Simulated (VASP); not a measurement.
Cs:

```
CELL_PARAMETERS angstrom
5.25418 0.00000 0.00000
-1.75139 4.95368 0.00000
-1.75139 -2.47684 4.29002
ATOMIC_POSITIONS crystal
Cs 0.00000 0.00000 0.00000
```

```yaml
Program: VASP 6.6.1
Task: relaxation of cell and atoms
Functional: LDA
Potentials_or_basis: VASP PAW LDA potentials, release 64 (Cs_sv)
Cutoff: 600 eV
k_mesh: 10 × 10 × 10
Occupations: fermi-dirac, width 0.02 eV
Spin: no spin polarisation
```

At the start: pressure -0.3 GPa; volume 111.66 Å³/atom.

Question: Where does the relaxation end?

Answer: Over 4 steps the energy falls by 17.2 meV/atom and the volume is 94.66 Å³/atom (-15.2 %); space group Im-3m (No. 229, to 0.05 Å).

Step by step:
```csv
step,energy change (eV),largest force (eV/Å),pressure (GPa),volume (Å³)
1,0.0000,0.0000,-0.30,111.66
2,-0.0057,0.0000,-0.25,108.36
3,-0.0161,0.0000,-0.09,98.86
4,-0.0172,0.0000,0.01,94.66
```

Final structure:
```xyz
1
Lattice="4.9727 0.0000 0.0000 -1.6576 4.6883 0.0000 -1.6576 -2.3441 4.0602" Properties=species:S:1:pos:R:3 pbc="T T T"
Cs   -1.6576    4.6883    0.0000
```

Caveat: the volume moved by over 15 % at a fixed basis, so the end points are rough; the volume moved by -15 % from the deposited cell, more than functionals usually miss.
